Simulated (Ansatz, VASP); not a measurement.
**InSb: VASP beside Ansatz**

File INCAR:

```
SYSTEM = InSb
  PREC = Accurate
  ENCUT = 520
  EDIFF = 1E-7
  ISMEAR = 0
  SIGMA = 0.15
  LREAL = .FALSE.
  LASPH = .TRUE.
  NELM = 80
  ALGO = Normal
  ISIF = 2
  LWAVE = .FALSE.
  LCHARG = .TRUE.
  GGA = CA
  LELF = .TRUE.
  LVHAR = .TRUE.
  NBANDS = 16
```

KPOINTS

```
Automatic mesh
0
G
  14 14 14
  0 0 0
```

POSCAR

```
InSb
1.0
    0.0000000000      3.0735130000      3.0274103050
    3.0735130000      0.0000000000      3.0274103050
    3.0735130000      3.0735130000      0.0000000000
In Sb
1 1
Direct
    0.0000000000      0.0000000000      0.0000000000
    0.5000000000      0.5000000000      0.5000000000
```

Input for Ansatz:

```yaml
crystal:
  lattice:
    - [0.0, 3.073513, 3.027410305]
    - [3.073513, 0.0, 3.027410305]
    - [3.073513, 3.073513, 0.0]
  atoms:
    - { symbol: In, position: [0.0, 0.0, 0.0] }
    - { symbol: Sb, position: [0.5, 0.5, 0.5] }
basis:
  ecutwfc: 420
kpoints:
  mp_grid: { grid: [14, 14, 14] }
hamiltonian:
  xc: lda
scf:
  occupations: { method: gaussian, width: 0.15 }
output:
  forces: true
  stress: true
  eigenvalues: true
```

Change from the starting cell: strain -0.0150 x Voigt [0, 0, 1, 0, 0, 0], atoms carried along.

Alike in both runs: task single point; functional LDA; k mesh 14 × 14 × 14; occupations gaussian, width 0.15 eV; no spin polarisation.

|  | VASP | Ansatz |
| --- | --- | --- |
| version | VASP 6.6.1 | Ansatz 0.2.0 |
| potentials or method | VASP PAW LDA potentials, release 64 (In_d, Sb), cutoff 520 eV | scalar-relativistic, plane waves, PAW |
| valence electrons in the cell | 18 | 28 |

|  | VASP | Ansatz | Ansatz less VASP |
| --- | --- | --- | --- |
| gap on the k mesh at the Fermi level (eV) | none | none | - |
| pressure (GPa) | -3.4 | -3.5 | -0.08 |
| traceless stress, the component that is largest in VASP (GPa) | 0.75 | 0.74 | -0.004 |

LDA's correlation is that of Perdew and Zunger in VASP and of Perdew and Wang (1992) in Ansatz. A gap of «none» marks a metal or a gap that the smearing closes. VASP's potentials hold 18 valence electrons a cell and Ansatz's 28, so a difference there can come from the potentials and not from the codes.

Neither program's run includes spin-orbit coupling.
